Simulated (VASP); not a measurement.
Runs of VASP 6.6.1 on GaP. The structure is that of space group F-43m (No. 216), or close to it. The cells are those of the table. 

```tsv
task	level	potentials or basis	cell	k mesh	cutoff (eV)	smearing	grid for exact exchange (PRECFOCK)	screening parameter	gap on the mesh (eV)	pressure (GPa)
single point	LDA	VASP PAW LDA potentials, release 64 (Ga_d, P)	a = 3.812 Å, angles 60.0°, 2 atoms	8 × 8 × 8	520	fermi-dirac 0.02 eV	-	-	1.43	0.1
relaxation of cell and atoms	PBE	VASP PAW PBE potentials, release 64 (Ga_d, P)	relaxed from a = 3.684 Å, angles 60.0°, 2 atoms	8 × 8 × 8	600	fermi-dirac 0.02 eV	-	-	(c)	0.0
single point	PBE	VASP PAW PBE potentials, release 64 (Ga_d, P)	a = 3.854 Å, angles 60.0°, 2 atoms	4 × 4 × 4	520	gaussian 0.01 eV	-	-	1.63	(b)
single point	HF	VASP PAW PBE potentials, release 64 (Ga_d, P)	a = 3.854 Å, angles 60.0°, 2 atoms	6 × 6 × 6	520	gaussian 0.01 eV	Normal	-	7.67	5.1
single point	HSE06	VASP PAW PBE potentials, release 64 (Ga_d, P)	a = 3.865 Å, angles 60.0°, 2 atoms	6 × 6 × 6	520	fermi-dirac 0.02 eV	Normal	0.2079 1/Å	(a)	-0.2
```

Alike in all rows: no spin polarisation.

Task: Estimate the missing entries.

Result: (a) 2.31; (b) 2.8; (c) 1.57.

Caveats: some runs use coarse meshes; the PAW data sets were made with another functional, which shifts forces and pressure a little (some runs).

A k mesh can miss the band edges, and the runs leave out spin-orbit coupling on Ga.
